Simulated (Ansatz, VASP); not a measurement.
Two plane-wave programs on Hg

File INCAR:

```
SYSTEM = Hg
  PREC = Accurate
  ENCUT = 520
  EDIFF = 1E-7
  ISMEAR = 0
  SIGMA = 0.15
  LREAL = .FALSE.
  LASPH = .TRUE.
  NELM = 100
  ALGO = Fast
  ISIF = 2
  LWAVE = .FALSE.
  LCHARG = .FALSE.
  GGA = PS
  IVDW = 12
  NBANDS = 19
```

Contents of KPOINTS:

```
regular mesh
0
G
  18 18 10
  0 0 0
```

Contents of POSCAR:

```
Hg
1.0
    3.3015221452      0.0000000000      0.0000000000
   -1.6507610726      2.8592020489      0.0000000000
    0.0000000000      0.0000000000      4.9829873737
Hg
2
Direct
    0.6666666667      0.3333333333      0.7500000000
    0.3333333333      0.6666666667      0.2500000000
```

Input for Ansatz:

```yaml
crystal:
  lattice:
    - [3.3015221452, 0.0, 0.0]
    - [-1.6507610726, 2.8592020489, 0.0]
    - [0.0, 0.0, 4.9829873737]
  atoms:
    - { symbol: Hg, position: [0.6666666667, 0.3333333333, 0.75] }
    - { symbol: Hg, position: [0.3333333333, 0.6666666667, 0.25] }
basis:
  ecutwfc: 420
kpoints:
  mp_grid: { grid: [18, 18, 10] }
hamiltonian:
  xc: pbesol
  dispersion: d3bj
scf:
  occupations: { method: gaussian, width: 0.15 }
output:
  forces: true
  stress: true
  eigenvalues: true
```

Alike in both runs: task single point; functional PBEsol; dispersion D3(BJ); k mesh 18 × 18 × 10; occupations gaussian, width 0.15 eV; no spin polarisation.

|  | VASP | Ansatz |
| --- | --- | --- |
| version | VASP 6.6.1 | Ansatz 0.2.0 |
| potentials or method | VASP PAW PBE potentials, release 64 (Hg), cutoff 520 eV | scalar-relativistic, plane waves, PAW |
| valence electrons in the cell | 24 | 40 |

VASP gave:

| Property | Result |
| --- | --- |
| gap on the k mesh at the Fermi level (eV) | none |
| pressure (GPa) | -2.4 |
| traceless stress, the component that is largest in VASP (GPa) | 0.01 |

Question: Estimate Ansatz's values.

Answer: gap on the k mesh at the Fermi level (eV): none; pressure (GPa): -2.7; traceless stress, the component that is largest in VASP (GPa): -0.06.

VASP's potentials were made for PBE, not for PBEsol. A gap of «none» marks a metal or a gap that the smearing closes. VASP's potentials hold 24 valence electrons a cell and Ansatz's 40, so a difference there can come from the potentials and not from the codes.

Spin-orbit coupling is off throughout.
